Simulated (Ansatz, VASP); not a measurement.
# One calculation of TiPbO3, two programs

File INCAR:

```
ALGO = Normal
EDIFF = 1E-6
ENCUT = 600
GGA = PS
GGA_COMPAT = F
ISIF = 2
ISMEAR = 0
LASPH = T
LCHARG = F
LREAL = F
LWAVE = F
NBANDS = 30
NELM = 120
PREC = Accurate
SIGMA = 0.1
```

KPOINTS

```
k-points
0
Gamma
  4 4 4
```

POSCAR

```
TiPbO3
1.0
    3.9674017265      0.0000000000      0.0000000000
    0.0000000000      3.9674017265      0.0000000000
    0.0000000000      0.0000000000      3.9674017265
Pb Ti O
1 1 3
Direct
    0.0000000000      0.0000000000      0.0000000000
    0.5000000000      0.5000000000      0.5000000000
    0.0000000000      0.5000000000      0.5000000000
    0.5000000000      0.5000000000      0.0000000000
    0.5000000000      0.0000000000      0.5000000000
```

Input for Ansatz:

```yaml
crystal:
  lattice:
    - [3.9674017265, 0.0, 0.0]
    - [0.0, 3.9674017265, 0.0]
    - [0.0, 0.0, 3.9674017265]
  atoms:
    - { symbol: Pb, position: [0.0, 0.0, 0.0] }
    - { symbol: Ti, position: [0.5, 0.5, 0.5] }
    - { symbol: O, position: [0.0, 0.5, 0.5] }
    - { symbol: O, position: [0.5, 0.5, 0.0] }
    - { symbol: O, position: [0.5, 0.0, 0.5] }
basis:
  ecutwfc: 420
kpoints:
  mp_grid: { grid: [4, 4, 4] }
hamiltonian:
  xc: pbesol
scf:
  occupations: { method: gaussian, width: 0.1 }
output:
  forces: true
  stress: true
  eigenvalues: true
```

Alike in both runs: task single point; functional PBEsol; k mesh 4 × 4 × 4; occupations gaussian, width 0.1 eV; no spin polarisation.

|  | VASP | Ansatz |
| --- | --- | --- |
| version | VASP 6.6.1 | Ansatz 0.2.0 |
| potentials or method | VASP PAW PBE potentials, release 64 (Pb_d, Ti_sv, O), cutoff 600 eV | scalar-relativistic, plane waves, PAW |
| valence electrons in the cell | 44 | 44 |

Ansatz gave:

- gap on the k mesh at the Fermi level (eV): 1.60
- least direct gap on the mesh (eV): 1.61
- pressure (GPa): -6.4

Task: Which values does VASP return?

Result: gap on the k mesh at the Fermi level (eV): 1.58; least direct gap on the mesh (eV): 1.59; pressure (GPa): -6.2.

VASP's potentials were made for PBE, not for PBEsol.

Neither program's run includes spin-orbit coupling.
